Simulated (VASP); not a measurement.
EuS: single point with PBEsol

The system is EuS.

```
Eu S
1.0
     0.00000    2.99823    2.99823
     2.99823    0.00000    2.99823
     2.99823    2.99823    0.00000
Eu S
1 1
Direct
  0.00000 0.00000 0.00000
  0.50000 0.50000 0.50000
```

* Program: VASP 6.6.1
* Task: single point
* Functional: PBEsol
* Potentials or basis: VASP PAW PBE potentials, release 64 (Eu, S)
* Cutoff: 600 eV
* k mesh: 10 × 10 × 10
* Occupations: fermi-dirac, width 0.1 eV
* Spin: collinear spin, ferromagnetic start
* Starting moments: [9.1, 0.0] μB
* Dipole correction: no
* Further INCAR settings: ALGO = Normal; EDIFF = 1e-06; NBANDS = 22

```
Pressure                                              : -6.4 GPa
Net moment                                            : 6.95 μB per cell
Site moments                                          : Eu +6.58; S -0.07 μB
Valence electrons inside the program's atomic spheres : Eu 14.69; S 3.71
```

Levels at points of the mesh, in eV from the Fermi level:
Spin up:
```tsv
k point	band 13	band 14	band 15	band 16	band 17	band 18
(0.00, 0.00, 0.00)	-0.10	-0.10	-0.10	0.52	0.95	0.95
(0.50, 0.00, 0.00)	-0.45	-0.42	-0.41	2.72	3.04	3.46
(0.50, 0.50, 0.00)	-0.47	-0.43	-0.25	-0.25	2.93	2.94
```
Spin down:
| k point | band 6 | band 7 | band 8 | band 9 | band 10 | band 11 |
| --- | --- | --- | --- | --- | --- | --- |
| (0.00, 0.00, 0.00) | -2.64 | -2.64 | -2.64 | 1.10 | 1.70 | 1.70 |
| (0.50, 0.00, 0.00) | -5.17 | -3.75 | -3.75 | 2.64 | 3.82 | 3.87 |
| (0.50, 0.50, 0.00) | -3.81 | -3.01 | -3.01 | -0.27 | 3.63 | 3.80 |

It took 2.1 min on 1 thread of Oxide Virtual Turin-like Processor, on a shared host, peak memory 0.29 GiB.

Caveat: the cell stands under tension; the PAW data sets were made with another functional, which shifts forces and pressure a little; spin-orbit coupling is left out, which moves the levels of the heavy elements; a cell with one magnetic atom can't hold antiferromagnetic order, which such compounds often take; semilocal functionals describe open f shells poorly, which spoils levels, moments and volumes. With open d or f shells a metallic result of PBEsol can be an artefact of self-interaction; +U or a hybrid may open a gap.
